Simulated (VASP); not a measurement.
Runs of VASP 6.6.1 on CdAs2C. The structure is that of space group I-42d (No. 122), or close to it. The cells are those of the table. 

```tsv
level	cell	smearing	gap on the mesh (eV)	pressure (GPa)
r2SCAN	a = 6.058 Å, angles 123.5, 123.5, 84.1°, 8 atoms	fermi-dirac 0.02 eV	0.39	0.3
PBE	a = 6.114 Å, angles 123.6, 123.6, 83.9°, 8 atoms	fermi-dirac 0.02 eV	0.06	0.4
r2SCAN	a = 6.058 Å, angles 123.5, 123.5, 84.1°, 8 atoms	gaussian 0.01 eV	0.39	0.3
PBE	a = 6.058 Å, angles 123.5, 123.5, 84.1°, 8 atoms	fermi-dirac 0.02 eV	0.19	(a)
```

Alike in all rows: task single point; potentials or basis VASP PAW PBE potentials, release 64 (Cd, As, C); no spin polarisation; k mesh 6 × 6 × 6; cutoff (eV) 520.

Fill in the values left out.

(a) 2.7.

Caveats: the PAW data sets were made with another functional, which shifts forces and pressure a little (at least some runs).

A k mesh can miss the band edges, and the runs leave out spin-orbit coupling on As, Cd.
